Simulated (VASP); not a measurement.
Runs of VASP 6.6.1 on Cd. The structure is that of space group P6_3/mmc (No. 194), or close to it. The cells are those of the table. 

| cell | gap on the mesh (eV) | pressure (GPa) |
| --- | --- | --- |
| a = 3.068, b = 3.068, c = 9.749 Å, angles 90.0, 90.0, 120.0°, 4 atoms | none | (b) |
| a = 2.940, b = 2.940, c = 9.342 Å, angles 90.0, 90.0, 120.0°, 4 atoms | none | 14.0 |
| a = 3.026, b = 3.026, c = 9.617 Å, angles 90.0, 90.0, 120.0°, 4 atoms | none | 4.1 |
| a = 2.984, b = 2.984, c = 9.482 Å, angles 90.0, 90.0, 120.0°, 4 atoms | none | (a) |
| a = 3.108, b = 3.108, c = 9.877 Å, angles 90.0, 90.0, 120.0°, 4 atoms | none | -1.8 |
| a = 3.148, b = 3.148, c = 10.002 Å, angles 90.0, 90.0, 120.0°, 4 atoms | none | -3.7 |

Alike in all rows: task single point; level LDA; potentials or basis VASP PAW LDA potentials, release 64 (Cd); no spin polarisation; k mesh 13 × 13 × 4; cutoff (eV) 520; smearing fermi-dirac 0.1 eV.

Problem. Fill in the values left out.

Solution. (a) 8.4; (b) 0.8.

Caveats: the cell stands under pressure (at least some runs); the cell stands under tension (at least some runs).

A k mesh can miss the band edges, and the runs leave out spin-orbit coupling on Cd.

A gap of «none» marks levels without a gap at the run's occupations.
